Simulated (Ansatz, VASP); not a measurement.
Two plane-wave programs on Si

```
Si
1.0
     0.00000    5.43000    5.43000
     5.43000    0.00000    5.43000
     5.43000    5.43000    0.00000
Si
17
Cartesian
  0.0028 0.0048 0.0043
  1.3577 1.3573 1.3572
  2.7102 2.7123 0.0043
  4.0698 4.0752 1.3250
  2.7107 0.0044 2.7118
  4.0704 1.3251 4.0742
  5.4489 2.6962 2.6955
  6.8199 4.0748 4.0743
  0.0041 2.7110 2.7101
  1.3229 4.0736 4.0720
  2.6886 5.4566 2.6910
  4.0716 6.8223 4.0721
  2.6896 2.6926 5.4544
  4.0722 4.0731 6.8209
  5.4527 5.4558 5.4546
  6.7830 6.7924 6.7901
  4.0681 4.0773 4.0750
```

Alike in both runs: functional PBE; dispersion D3(BJ); k mesh 2 × 2 × 2; occupations gaussian, width 0.02 eV; no spin polarisation.

Ansatz relaxed the structure, and its values are those at the end. VASP's run is a single point on that final structure, the one shown.

|  | VASP | Ansatz |
| --- | --- | --- |
| version | VASP 6.6.1 | Ansatz 0.2.0 |
| potentials or method | VASP PAW PBE potentials, release 64 (Si), cutoff 520 eV | scalar-relativistic, plane waves, PAW |
| valence electrons in the cell | 68 | 68 |

```csv
,VASP,Ansatz,Ansatz less VASP
rms of the force components (eV/Å),0.009,0.010,+0.0002
```

The k mesh is coarse, so the values compare programs but aren't converged.
